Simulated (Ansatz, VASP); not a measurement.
**LiCl in VASP and in Ansatz**

```
Li Cl
1.0
     0.00000    2.84291    2.84291
     2.84291    0.00000    2.84291
     2.84291    2.84291    0.00000
Li Cl
1 1
Direct
  0.00000 0.00000 0.00000
  0.25000 0.25000 0.25000
```

Change from the starting cell: hydrostatic strain +4.0%.

Alike in both runs: task single point; functional r2SCAN; k mesh 8 × 8 × 8; no spin polarisation.

```csv
,VASP,Ansatz
version,VASP 6.6.1,Ansatz 0.2.0
potentials or method,"VASP PAW PBE potentials, release 64 (Li_sv, Cl)","plane waves, PAW"
plane-wave cutoff (eV),520,500
occupations,"gaussian, width 0.01 eV",fixed
valence electrons in the cell,10,10
```

Ansatz gave:

| Property | Result |
| --- | --- |
| gap on the k mesh at the Fermi level (eV) | 6.30 |

Q: What did VASP give for the same quantities?

A: gap on the k mesh at the Fermi level (eV): 6.34.

VASP's potentials were made for PBE, not for r2SCAN.

Noted on VASP's run: the cutoff is short for stress, so the pressure is rough.
